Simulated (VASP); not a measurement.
# TiAl3: single point with r2SCAN+D3(BJ)

System: TiAl3, a slab with vacuum.

```
CELL_PARAMETERS angstrom
5.59416 0.00000 0.00000
0.00000 7.91134 0.00000
0.00000 0.00000 15.19562
ATOMIC_POSITIONS crystal
Ti 0.00000 0.00000 0.06581
Ti 0.48501 0.97766 0.23894
Ti 0.00000 0.50000 0.06581
Ti 0.50226 0.45713 0.24759
Al 0.50000 0.00000 0.06581
Al 0.25180 0.26083 0.14488
Al 0.77039 0.25327 0.14028
Al 0.94169 0.96404 0.24518
Al 0.71367 0.18792 0.34251
Al 0.25977 0.19851 0.31387
Al 0.50000 0.50000 0.06581
Al 0.24413 0.74463 0.13793
Al 0.71998 0.71749 0.16504
Al 0.03007 0.47561 0.26483
Al 0.75391 0.72161 0.33933
Al 0.29411 0.75978 0.34934
```

- Program: VASP 6.6.1
- Task: single point
- Functional: r2SCAN
- Dispersion: D3(BJ)
- Potentials or basis: VASP PAW PBE potentials, release 64 (Ti_sv, Al)
- Cutoff: 520 eV
- k mesh: 3 × 2 × 1
- Occupations: fermi-dirac, width 0.1 eV
- Spin: no spin polarisation

```
Largest force              : 2.403 eV/Å
Band gap on the k mesh     : zero (bands 42 and 43 overlap by 0.02 eV)
Dispersion energy per atom : -0.106 eV
```

Forces on the atoms (eV/Å):
```
Ti  -0.158 -0.494  0.510
Ti  -0.102 -0.316 -0.889
Ti  -0.092  0.152  0.565
Ti   0.537  1.263  0.567
Al   0.113 -0.171 -0.951
Al   0.015 -1.254 -0.585
Al  -0.804 -0.760  0.881
Al   2.267  0.693  0.227
Al   1.149  0.946 -0.478
Al  -1.682  0.705  1.565
Al   0.068 -0.317 -0.938
Al  -0.244 -0.140  0.951
Al   0.982  0.430 -1.080
Al  -0.951  0.287  0.028
Al   0.369 -0.315  0.364
Al  -1.467 -0.710 -0.736
```

Levels at points of the mesh, in eV from the Fermi level:
| k point | band 39 | band 40 | band 41 | band 42 | band 43 | band 44 | band 45 | band 46 |
| --- | --- | --- | --- | --- | --- | --- | --- | --- |
| (0.00, 0.00, 0.00) | -0.60 | -0.49 | -0.42 | -0.21 | 0.12 | 0.33 | 0.40 | 0.72 |
| (0.00, 0.50, 0.00) | -0.68 | -0.52 | -0.44 | -0.27 | 0.11 | 0.17 | 0.48 | 0.54 |

Wall time 26 min on 1 thread of Intel(R) Xeon(R) Platinum 8488C (Sapphire Rapids), on a shared host, peak memory 0.73 GiB.

Caveat: the k points lie up to 0.40 Å⁻¹ apart; the atoms stand as in a frame of molecular dynamics; the PAW data sets were made with another functional, which shifts forces and pressure a little.
